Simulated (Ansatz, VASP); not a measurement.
Pt in VASP and in Ansatz

INCAR

```
SYSTEM = Pt
ALGO = Fast
EDIFF = 1E-6
ENCUT = 520
GGA = PS
ISIF = 2
ISMEAR = 0
LASPH = .TRUE.
LCHARG = .FALSE.
LREAL = .FALSE.
LWAVE = .FALSE.
NBANDS = 11
NELM = 100
PREC = Accurate
SIGMA = 0.15
```

File KPOINTS:

```
k-points
0
G
  26 26 26
  0 0 0
```

POSCAR

```
Pt
1.0
   -1.5604706012      1.5604706012      1.6306917783
    1.5604706012     -1.5604706012      1.6306917783
    1.5604706012      1.5604706012     -1.6306917783
Pt
1
Direct
    0.0000000000      0.0000000000      0.0000000000
```

Input for Ansatz:

```yaml
crystal:
  lattice:
    - [-1.5604706012, 1.5604706012, 1.6306917783]
    - [1.5604706012, -1.5604706012, 1.6306917783]
    - [1.5604706012, 1.5604706012, -1.6306917783]
  atoms:
    - { symbol: Pt, position: [0.0, 0.0, 0.0] }
basis:
  ecutwfc: 420
kpoints:
  mp_grid: { grid: [26, 26, 26] }
hamiltonian:
  xc: pbesol
scf:
  occupations: { method: gaussian, width: 0.15 }
output:
  forces: true
  stress: true
  eigenvalues: true
```

Change from the starting cell: strain +0.0450 x Voigt [0, 0, 1, 0, 0, 0], atoms carried along.

Alike in both runs: task single point; functional PBEsol; k mesh 26 × 26 × 26; occupations gaussian, width 0.15 eV; no spin polarisation.

|  | VASP | Ansatz |
| --- | --- | --- |
| version | VASP 6.6.1 | Ansatz 0.2.0 |
| potentials or method | VASP PAW PBE potentials, release 64 (Pt), cutoff 520 eV | scalar-relativistic, plane waves, PAW |
| valence electrons in the cell | 10 | 18 |

|  | VASP | Ansatz | Ansatz less VASP |
| --- | --- | --- | --- |
| gap on the k mesh at the Fermi level (eV) | none | none | - |
| pressure (GPa) | -11.2 | -10.8 | +0.37 |
| traceless stress, the component that is largest in VASP (GPa) | 2.31 | 2.31 | 0.000 |

VASP's potentials were made for PBE, not for PBEsol. A gap of «none» marks a metal or a gap that the smearing closes. VASP's potentials hold 10 valence electrons a cell and Ansatz's 18, so a difference there can come from the potentials and not from the codes.

Neither program's run includes spin-orbit coupling.
